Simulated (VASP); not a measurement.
# Ga2Te3O (R-3m) in VASP: notebook

Runs on Ga2Te3O. Level: PBE. Tasks: single point.

All numbers are computed with VASP 6.6.1; they aren't measurements. Logs are shortened: lines on timing, memory, paths and dates and some standing lists are left out, and cuts for length are marked.

### 1 The cell of the first run

Symmetry: R-3m, No. 166, trigonal system. The conventional cell has a = 6.222 Å, b = 6.222 Å, c = 14.767 Å, α = 90.00°, β = 90.00°, γ = 120.00°. Ga (site symmetry 3m) has 9 Te at 3.55 to 3.62 Å and 3 O at 3.64 Å and 4 Ga at 3.71 to 3.79 Å within 4.7 Å. Within 4.0 Å of Te (site symmetry 2/m) lie 2 O at 3.05 Å and 4 Te at 3.11 Å and 6 Ga at 3.55 to 3.62 Å. O (site symmetry -3m) has 6 Te at 3.05 Å and 6 Ga at 3.64 Å within 4.0 Å.

### 2 Single point, PBE

INCAR reads:

```
SYSTEM = Ga2Te3O
PREC     = Accurate       ! precision mode
ENCUT    = 520            ! plane-wave cutoff, eV
EDIFF    = 1E-6           ! SCF threshold, eV
ISMEAR   = 0              ! smearing method
SIGMA    = 0.1            ! smearing width, eV
LREAL    = .False.        ! projectors in reciprocal space
LASPH    = .True.         ! aspherical terms in the spheres
NELM     = 100            ! most SCF steps
ALGO     = Normal         ! electronic algorithm
ISIF     = 2              ! what is computed and relaxed
LWAVE    = .False.        ! write WAVECAR
LCHARG   = .False.        ! write CHGCAR
GGA      = PE             ! functional
NBANDS   = 34             ! bands
```

KPOINTS reads:

```
regular mesh
0
Gamma
  3 3 3
  0 0 0
```

POSCAR reads:

```
Ga2Te3O
1.0
    3.1112310900      1.7962701100      4.9224150500
   -3.1112310900      1.7962701100      4.9224150500
    0.0000000000     -3.5925402200      4.9224150500
Ga Te O
2 3 1
Direct
    0.6256905800      0.6256905800      0.6256905800
    0.3743094200      0.3743094200      0.3743094200
    0.0000000000      0.5000000000      0.0000000000
    0.5000000000      0.0000000000      0.0000000000
    0.0000000000      0.0000000000      0.5000000000
    0.0000000000      0.0000000000      0.0000000000
```

Potentials or basis: VASP PAW PBE potentials, release 64 (Ga_d, Te, O).

Launch:

```
$ cat potpaw_PBE.64/Ga_d/POTCAR potpaw_PBE.64/Te/POTCAR potpaw_PBE.64/O/POTCAR > POTCAR
$ mpirun -np 1 vasp_std > vasp.out
```

OUTCAR:

```text
SYSTEM = Ga2Te3O
   PREC = Accurate
   ENCUT = 520
   EDIFF = 1E-6
   ISMEAR = 0
   LREAL = .False.
   LASPH = .True.
   NELM = 100
   ISIF = 2
   GGA = PE

 ion  position               nearest neighbor table
   1  0.626  0.626  0.626-
   2  0.374  0.374  0.374-
   3  0.000  0.500  0.000-   4 3.11   4 3.11   5 3.11   5 3.11
   4  0.500  0.000  0.000-   3 3.11   3 3.11   5 3.11   5 3.11
   5  0.000  0.000  0.500-   3 3.11   4 3.11   3 3.11   4 3.11
   6  0.000  0.000  0.000-

  LATTYP: Found a trigonal (rhomboedric) cell.
 ALAT       =     6.0939736731
 COS(alpha) =     0.4786932020

  Lattice vectors:

 A1 = (   3.1112310900,   1.7962701100,   4.9224150500)
 A2 = (  -3.1112310900,   1.7962701100,   4.9224150500)
 A3 = (   0.0000000000,  -3.5925402200,   4.9224150500)

Analysis of symmetry for initial positions (statically):
=====================================================================
 Subroutine PRICEL returns:
 Original cell was already a primitive cell.

 Routine SETGRP: Setting up the symmetry group for a
 trigonal (rhombohedral) supercell.

 Subroutine GETGRP returns: Found 12 space group operations
 (whereof 12 operations were pure point group operations)
 out of a pool of 12 trial point group operations.

The static configuration has the point symmetry D_3d.

Analysis of symmetry for dynamics (positions and initial velocities):
=====================================================================
 Subroutine PRICEL returns:
 Original cell was already a primitive cell.

 Routine SETGRP: Setting up the symmetry group for a
 trigonal (rhombohedral) supercell.

 Subroutine GETGRP returns: Found 12 space group operations
 (whereof 12 operations were pure point group operations)
 out of a pool of 12 trial point group operations.

The dynamic configuration has the point symmetry D_3d.

 Subroutine INISYM returns: Found 12 space group operations
 (whereof 12 operations are pure point group operations),
 and found     1 'primitive' translations

----------------------------------------------------------------------------------------

                                     Primitive cell

  volume of cell :     165.0568

  direct lattice vectors                    reciprocal lattice vectors
     3.111231090  1.796270110  4.922415050     0.160708088  0.092784858  0.067717437
    -3.111231090  1.796270110  4.922415050    -0.160708088  0.092784858  0.067717437
     0.000000000 -3.592540220  4.922415050     0.000000000 -0.185569716  0.067717437

  length of vectors
     6.093973673  6.093973673  6.093973675     0.197539289  0.197539289  0.197539289

  position of ions in fractional coordinates (direct lattice)
     0.625690580  0.625690580  0.625690580
     0.374309420  0.374309420  0.374309420
     1.000000000  0.500000000  1.000000000
     0.500000000  1.000000000  1.000000000
     1.000000000  1.000000000  0.500000000
     0.000000000  0.000000000  0.000000000

  ion indices of the primitive-cell ions
   primitive index   ion index
                 1           1
                 2           2
                 3           3
                 4           4
                 5           5
                 6           6

----------------------------------------------------------------------------------------

 KPOINTS: regular mesh

Automatic generation of k-mesh.
 Grid dimensions read from file:
 generate k-points for:    3    3    3

 Generating k-lattice:

  Cartesian coordinates                     Fractional coordinates (reciprocal lattice)
     0.053569363  0.030928286  0.022572479     0.333333333 -0.000000000 -0.000000000
    -0.053569363  0.030928286  0.022572479    -0.000000000  0.333333333 -0.000000000
     0.000000000 -0.061856572  0.022572479    -0.000000000 -0.000000000  0.333333333

  Length of vectors
     0.065846430  0.065846430  0.065846430

  Shift w.r.t. Gamma in fractional coordinates (k-lattice)
     0.000000000  0.000000000  0.000000000

 Subroutine IBZKPT returns following result:
 ===========================================

 Found      6 irreducible k-points:

 Following reciprocal coordinates:
            Coordinates               Weight
  0.000000  0.000000  0.000000      1.000000
  0.333333  0.000000  0.000000      6.000000
  0.333333  0.333333  0.000000      6.000000
 -0.333333  0.333333  0.000000      6.000000
  0.333333  0.333333  0.333333      2.000000
 -0.333333  0.333333  0.333333      6.000000
   k-points           NKPTS =      6   k-points in BZ     NKDIM =      6   number of bands    NBANDS=     34
   number of dos      NEDOS =    301   number of ions     NIONS =      6
   total plane-waves  NPLWV = 110592
   dimension x,y,z NGX =    48 NGY =   48 NGZ =   48
   dimension x,y,z NGXF=    96 NGYF=   96 NGZF=   96
   ions per type =               2   3   1
   NGX,Y,Z   is equivalent  to a cutoff of  13.09, 13.09, 13.09 a.u.
   NGXF,Y,Z  is equivalent  to a cutoff of  26.19, 26.19, 26.19 a.u.
 SYSTEM =  Ga2Te3O
   PREC   = accura    normal or accurate (medium, high low for compatibility)
   ISTART =      0    job   : 0-new  1-cont  2-samecut
   ICHARG =      2    charge: 1-file 2-atom 10-const
   ISPIN  =      1    spin polarized calculation?
   LNONCOLLINEAR =      F non collinear calculations
   LSORBIT =      F    spin-orbit coupling
   LASPH  =      T    aspherical Exc in radial PAW
   ENCUT  =  520.0 eV  38.22 Ry    6.18 a.u.  11.33 11.33 11.33*2*pi/ulx,y,z
   NELM   =    100;   NELMIN=  2; NELMDL= -5     # of ELM steps
   EDIFF  = 0.1E-05   stopping-criterion for ELM
   LREAL  =      F    real-space projection
[... 7 lines left out ...]
   TEBEG  =    0.0;   TEEND  =   0.0 temperature during run
   PSTRESS=    0.0 pullay stress
   NELECT =      50.0000    total number of electrons
   NUPDOWN=      -1.0000    fix difference up-down
   EMIN   =  10.00;   EMAX   =-10.00  energy-range for DOS
   EFERMI =   0.00;   METHOD = LEGACY
   ISMEAR =     0;   SIGMA  =   0.10  broadening in eV -4-tet -1-fermi 0-gaus
   EFERMI_NEDOS =   21; number of points for ismear=-14 and -15
   IALGO  =     38    algorithm
   IMIX   =      4    mixing-type and parameters
     AMIX     =   0.40;   BMIX     =  1.00
     AMIX_MAG =   1.60;   BMIX_MAG =  1.00
  volume/ion in A,a.u.               =      27.51       185.64
  Fermi-wavevector in a.u.,A,eV,Ry     =   1.099479  2.077714 16.447465  1.208855
  Thomas-Fermi vector in A             =   2.235874
   LORBIT       =      0    0 simple, 1 ext, 2 COOP (PROOUT), +10 PAW based schemes
   GGA     = PE    functional components
   LHFCALC =     F    Hartree Fock is set to
   AEXX    =    0.0000 exact exchange contribution
   IVDW    =     0    specifies the selected vdW correction
   LEPSILON=     F    determine dielectric tensor
   LRPA    =     F    only Hartree local field effects (RPA)
 non-spin polarized calculation
 Gauss-broadening in eV      SIGMA  =   0.10
  energy-cutoff  :      520.00
  volume of cell :      165.06
 maximum number of plane-waves:      4495
 NGX is ok and might be reduce to    48
   NGX = 23   NGY = 23   NGZ = 23

 number of electron      49.9999988 magnetization

 Free energy of the ion-electron system (eV)
  ---------------------------------------------------
  ext. energy  EPLUGINS =         0.00000000
  ---------------------------------------------------
  free energy    TOTEN  =       -17.41558770 eV

  energy without entropy =      -17.38106378  energy(sigma->0) =      -17.39832574

 E-fermi :   4.4536     XC(G=0):  -9.2884

 val. band max:        4.4304013654   @ k =   0.0000   0.0000   0.0000
 cond. band min:       4.4601907663   @ k =   0.3333   0.3333   0.0000
 fundamental gap:      0.0297894008
 Fermi energy:         4.4536436938

 k-point     1 :       0.0000    0.0000    0.0000
  band No.  band energies     occupation
      1     -11.4738      2.00000
      2     -10.4697      2.00000
      3     -10.4696      2.00000
      4     -10.4696      2.00000
      5     -10.4669      2.00000
      6     -10.4669      2.00000
[... 26 lines left out ...]
     33       9.8784      0.00000
     34      10.0672      0.00000

 k-point     2 :       0.3333    0.0000    0.0000
  band No.  band energies     occupation
      1     -11.4518      2.00000
      2     -10.4711      2.00000
      3     -10.4709      2.00000
      4     -10.4682      2.00000
      5     -10.4662      2.00000
      6     -10.4638      2.00000
[... 26 lines left out ...]
     33       9.1202      0.00000
     34       9.2827      0.00000

 k-point     3 :       0.3333    0.3333    0.0000
  band No.  band energies     occupation
      1     -11.4375      2.00000
      2     -10.4715      2.00000
      3     -10.4708      2.00000
      4     -10.4706      2.00000
      5     -10.4628      2.00000
      6     -10.4620      2.00000
[... 26 lines left out ...]
     33       8.4525      0.00000
     34       8.6299      0.00000

 k-point     4 :      -0.3333    0.3333    0.0000
  band No.  band energies     occupation
      1     -11.4342      2.00000
      2     -10.4733      2.00000
      3     -10.4707      2.00000
      4     -10.4682      2.00000
      5     -10.4613      2.00000
      6     -10.4605      2.00000
[... 26 lines left out ...]
     33       8.1774      0.00000
     34       8.4771      0.00000

 k-point     5 :       0.3333    0.3333    0.3333
  band No.  band energies     occupation
      1     -11.4283      2.00000
      2     -10.4712      2.00000
      3     -10.4712      2.00000
      4     -10.4686      2.00000
      5     -10.4638      2.00000
      6     -10.4638      2.00000
[... 26 lines left out ...]
     33       8.6231      0.00000
     34       8.6231      0.00000

 k-point     6 :      -0.3333    0.3333    0.3333
  band No.  band energies     occupation
      1     -11.4224      2.00000
      2     -10.4752      2.00000
      3     -10.4718      2.00000
      4     -10.4647      2.00000
      5     -10.4610      2.00000
      6     -10.4606      2.00000
[... 26 lines left out ...]
     33       8.3514      0.00000
     34       8.4498      0.00000

------------------------ aborting loop because EDIFF is reached ----------------------------------------

  FORCE on cell =-STRESS in cart. coord.  units (eV):
  Direction    XX          YY          ZZ          XY          YZ          ZX
  --------------------------------------------------------------------------------------
  -------------------------------------------------------------------------------------
  Total        0.9090292      0.9090292     -7.8891086      0.0000000      0.0000000      0.0000000
  in kB        8.8237867      8.8237868    -76.5781943      0.0000000      0.0000000      0.0000000
  external PRESSURE =     -19.6435403 kB  Pullay stress =       0.0000000 kB

 VOLUME and BASIS-vectors are now :
 -----------------------------------------------------------------------------
  energy-cutoff  :      520.00
  volume of cell :      165.06
      direct lattice vectors                 reciprocal lattice vectors
     3.111231090  1.796270110  4.922415050     0.160708088  0.092784858  0.067717437
    -3.111231090  1.796270110  4.922415050    -0.160708088  0.092784858  0.067717437
     0.000000000 -3.592540220  4.922415050     0.000000000 -0.185569716  0.067717437

 POSITION                                       TOTAL-FORCE (eV/Angst)
 -----------------------------------------------------------------------------------
      0.00000      0.00000      9.23973        -0.000000      0.000000      0.213986
      0.00000      0.00000      5.52752        -0.000000      0.000000     -0.213986
     -1.55562      0.89814      2.46121         0.000000      0.000000     -0.000000
      1.55562      0.89814      2.46121         0.000000     -0.000000     -0.000000
      0.00000     -1.79627      2.46121        -0.000000     -0.000000     -0.000000
      0.00000      0.00000      0.00000        -0.000000      0.000000     -0.000000
 -----------------------------------------------------------------------------------
    total drift:                               -0.000000      0.000000      0.000000

  FREE ENERGIE OF THE ION-ELECTRON SYSTEM (eV)
  ---------------------------------------------------
  free  energy   TOTEN  =       -17.4155877011 eV

  energy  without entropy=      -17.3810637757  energy(sigma->0) =      -17.39832574
```

Run time: 69 s. Hardware: 1 thread of Intel Xeon Platinum 8488C (Sapphire Rapids), shared host; peak memory 0.32 GiB.

What came out:

* Free energy: -17.4156 eV
* Pressure: -2.0 GPa
* Largest force: 0.214 eV/Å
* Band gap on the k mesh: zero (band 25 reaches 5.01 eV, above the bottom of band 26 at 4.37 eV)

Forces in eV/Å, atoms in the order of the input:
```
Ga   0.000  0.000  0.214
Ga   0.000  0.000 -0.214
Te   0.000  0.000  0.000
Te   0.000  0.000  0.000
Te   0.000  0.000  0.000
O    0.000  0.000  0.000
```

Levels at points of the mesh, in eV from the Fermi level:
```csv
k point,band 23,band 24,band 25,band 26,band 27,band 28
"(0.00, 0.00, 0.00)",-0.02,0.09,0.55,0.55,0.61,0.61
```

Caveat: the k points lie up to 0.41 Å⁻¹ apart; spin-orbit coupling is left out, which moves the levels of the heavy elements.

### 3 Single point, PBE

This run uses another cell than the first one, of 24.14 Å³/atom, 0.878 times its volume.

INCAR reads:

```
SYSTEM = Ga2Te3O
PREC = Accurate ; ENCUT = 520
EDIFF = 1E-6 ; ISMEAR = 0
SIGMA = 0.1 ; LREAL = .FALSE.
LASPH = .TRUE. ; NELM = 100
ALGO = Normal ; ISIF = 2
LWAVE = .FALSE. ; LCHARG = .FALSE.
GGA = PE ; NBANDS = 34
```

KPOINTS reads:

```
Automatic mesh
0
G
  6 6 6
  0 0 0
```

POSCAR reads:

```
Ga2Te3O
1.0
    3.7423410330      2.1606416028      2.9854555510
   -3.7423410330      2.1606416028      2.9854555510
    0.0000000000     -4.3212832056      2.9854555510
Ga Te O
2 3 1
Direct
    0.6398879959      0.6398879959      0.6398879959
    0.3601120041      0.3601120041      0.3601120041
    0.0000000000      0.5000000000      0.0000000000
    0.5000000000      0.0000000000      0.0000000000
    0.0000000000      0.0000000000      0.5000000000
    0.0000000000      0.0000000000      0.0000000000
```

Potentials or basis: VASP PAW PBE potentials, release 64 (Ga_d, Te, O).

Launch:

```
$ cat potpaw_PBE.64/Ga_d/POTCAR potpaw_PBE.64/Te/POTCAR potpaw_PBE.64/O/POTCAR > POTCAR
$ mpirun -np 1 vasp_std > vasp.out
```

It took 2.6 min on 1 thread of Intel Xeon Platinum 8488C (Sapphire Rapids), shared host; peak memory 0.33 GiB.

It converged, with:

- Free energy: -19.7664 eV
- Pressure: 0.0 GPa
- Largest force: 0.005 eV/Å
- Band gap on the k mesh: zero (band 25 reaches 6.83 eV, above the bottom of band 26 at 5.12 eV)

Forces in eV/Å, atoms in the order of the input:
```
Ga   0.000  0.000  0.005
Ga   0.000  0.000 -0.005
Te   0.000  0.000  0.000
Te   0.000  0.000  0.000
Te   0.000  0.000  0.000
O    0.000  0.000  0.000
```

Levels at points of the mesh, in eV from the Fermi level:
| k point | band 22 | band 23 | band 24 | band 25 | band 26 | band 27 | band 28 | band 29 |
| --- | --- | --- | --- | --- | --- | --- | --- | --- |
| (0.00, 0.00, 0.00) | -1.28 | -1.28 | -1.03 | 0.57 | 1.90 | 1.90 | 2.10 | 2.15 |
| (0.50, 0.00, 0.00) | -2.02 | -1.47 | -1.01 | -0.84 | -0.67 | 1.58 | 1.85 | 1.92 |
| (0.50, 0.50, 0.00) | -2.62 | -2.45 | -1.86 | -0.98 | -0.01 | 0.45 | 1.54 | 3.00 |
| (0.50, 0.50, 0.50) | -2.77 | -0.21 | -0.21 | 0.46 | 0.46 | 0.88 | 1.71 | 2.75 |

Caveat: spin-orbit coupling is left out, which moves the levels of the heavy elements.

### 4 Single point, PBE

This run uses another cell than the first one, of 24.14 Å³/atom, 0.878 times its volume.

INCAR reads:

```
PREC = Accurate
ENCUT = 520
EDIFF = 1E-7
ISMEAR = 0
SIGMA = 0.1
LREAL = F
LASPH = T
NELM = 100
ALGO = Normal
ISIF = 2
LWAVE = F
LCHARG = T
GGA = PE
LELF = T
LVHAR = T
NBANDS = 34
```

KPOINTS reads:

```
regular mesh
0
Gamma
  6 6 6
```

POSCAR is that of step 3.

Launch:

```
$ cat potpaw_PBE.64/Ga_d/POTCAR potpaw_PBE.64/Te/POTCAR potpaw_PBE.64/O/POTCAR > POTCAR
$ mpirun -np 1 vasp_std > vasp.out
```

Run time: 3.2 min. Hardware: 1 thread of Intel Xeon Platinum 8488C (Sapphire Rapids), shared host; peak memory 0.32 GiB.

Results (log left out):

```yaml
Free_energy: -19.7664 eV
Pressure: 0.0 GPa
Largest_force: 0.005 eV/Å
Band_gap_on_the_k_mesh: zero (band 25 reaches 6.83 eV, above the bottom of band 26 at 5.12 eV)
```

Forces on the atoms (eV/Å):
```
Ga   0.000  0.000  0.005
Ga   0.000  0.000 -0.005
Te   0.000  0.000  0.000
Te   0.000  0.000  0.000
Te   0.000  0.000  0.000
O    0.000  0.000  0.000
```

Levels at points of the mesh, in eV from the Fermi level:
| k point | band 23 | band 24 | band 25 | band 26 | band 27 | band 28 |
| --- | --- | --- | --- | --- | --- | --- |
| (0.00, 0.00, 0.00) | -1.28 | -1.03 | 0.57 | 1.90 | 1.90 | 2.10 |
| (0.50, 0.00, 0.00) | -1.47 | -1.01 | -0.84 | -0.67 | 1.58 | 1.85 |
| (0.50, 0.50, 0.00) | -2.45 | -1.86 | -0.98 | -0.01 | 0.45 | 1.54 |
| (0.50, 0.50, 0.50) | -0.21 | -0.21 | 0.46 | 0.46 | 0.88 | 1.71 |

Caveat: spin-orbit coupling is left out, which moves the levels of the heavy elements.
